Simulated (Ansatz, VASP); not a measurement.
**MoS2 in VASP and in Ansatz**

```
Mo S
1.0
     1.59489    0.92081    6.32533
    -1.59489    0.92081    6.32533
     0.00000   -1.84162    6.32533
Mo S
1 2
Direct
  0.00000 0.00000 0.00000
  0.24885 0.24885 0.24885
  0.75115 0.75115 0.75115
```

Alike in both runs: task single point; functional PBE; k mesh 6 × 6 × 6; occupations gaussian, width 0.1 eV; collinear spin.

|  | VASP | Ansatz |
| --- | --- | --- |
| version | VASP 6.6.1 | Ansatz 0.2.0 |
| potentials or method | VASP PAW PBE potentials, release 64 (Mo_sv, S), cutoff 520 eV | scalar-relativistic, plane waves, PAW |
| valence electrons in the cell | 26 | 26 |

Ansatz gave:

| Item | Value |
| --- | --- |
| gap on the k mesh at the Fermi level (eV) | none |
| pressure (GPa) | -1.3 |
| traceless stress, the component that is largest in VASP (GPa) | -0.61 |
| rms of the force components (eV/Å) | 0.156 |
| net moment per atom (μB) | 0.00 |

**Question.** What did VASP give for the same quantities?

**Answer.** gap on the k mesh at the Fermi level (eV): none; pressure (GPa): -1.4; traceless stress, the component that is largest in VASP (GPa): -0.63; rms of the force components (eV/Å): 0.160; net moment per atom (μB): 0.00.

Atom by atom the forces differ by 0.005 eV/Å (rms over components). A gap of «none» marks a metal or a gap that the smearing closes. Ansatz's warnings: seeded moment not kept.

The k mesh is coarse, so the values compare programs but aren't converged.
